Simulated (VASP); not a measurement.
**GaP2: single point with PBE**

The system is GaP2.

```
Ga P
1.0
     0.00000    3.37935    0.00000
     0.00000    0.00000    4.90967
     6.75869    0.00000    0.00000
Ga P
2 4
Direct
  0.00000 0.00000 0.50000
  0.00000 0.00000 0.00000
  0.50000 0.71223 0.25000
  0.50000 0.71223 0.75000
  0.50000 0.28777 0.25000
  0.50000 0.28777 0.75000
```

```json
{
 "Program": "VASP 6.6.1",
 "Task": "single point",
 "Functional": "PBE",
 "Potentials or basis": "VASP PAW PBE potentials, release 64 (Ga_d, P)",
 "Cutoff": "520 eV",
 "k mesh": "6 × 4 × 4",
 "Occupations": "gaussian, width 0.2 eV",
 "Spin": "no spin polarisation"
}
```

```
Pressure               : 0.1 GPa
Largest force          : 0.306 eV/Å
Band gap on the k mesh : zero (band 23 reaches 7.66 eV, above the bottom of band 24 at 4.54 eV)
```

Forces on the atoms (eV/Å):
```
Ga   0.000  0.000  0.000
Ga   0.000  0.000  0.000
P    0.000  0.000 -0.306
P    0.000  0.000 -0.306
P    0.000  0.000  0.306
P    0.000  0.000  0.306
```

Stress tensor (GPa, compression positive):
```
 0.68  0.00  0.00
 0.00 -0.58  0.00
 0.00  0.00  0.32
```

Levels at points of the mesh, in eV from the Fermi level:
```
           k point  band 19  band 20  band 21  band 22  band 23  band 24  band 25  band 26  band 27  band 28
(0.00, 0.00, 0.00)    -1.43    -1.42    -0.39    -0.21     0.41     2.78     2.79     3.34     4.32     4.44
(0.50, 0.00, 0.00)    -4.37    -3.81    -2.39    -0.40    -0.33    -0.31    -0.20     2.03     2.04     2.54
(0.00, 0.50, 0.00)    -0.78    -0.21    -0.20     0.07     0.08     0.38     1.87     2.21     2.29     4.01
(0.50, 0.50, 0.00)    -3.52    -3.43    -3.41    -0.85    -0.16     0.39     0.84     1.88     2.21     3.75
(0.00, 0.00, 0.50)    -0.91    -0.91    -0.23    -0.23     0.96     0.96     3.04     3.04     3.52     3.52
(0.50, 0.00, 0.50)    -2.88    -2.88    -1.65    -1.65    -1.20    -1.20     1.30     1.30     1.89     1.89
(0.00, 0.50, 0.50)    -1.21    -1.21     0.06     0.06     0.76     0.76     1.12     1.12     3.54     3.54
(0.50, 0.50, 0.50)    -1.96    -1.96    -1.65    -1.65    -0.36    -0.36     0.16     0.16     2.92     2.92
```

Run time: 90 s on 1 thread of Intel(R) Xeon(R) Platinum 8488C (Sapphire Rapids), on a shared host, peak memory 0.28 GiB.
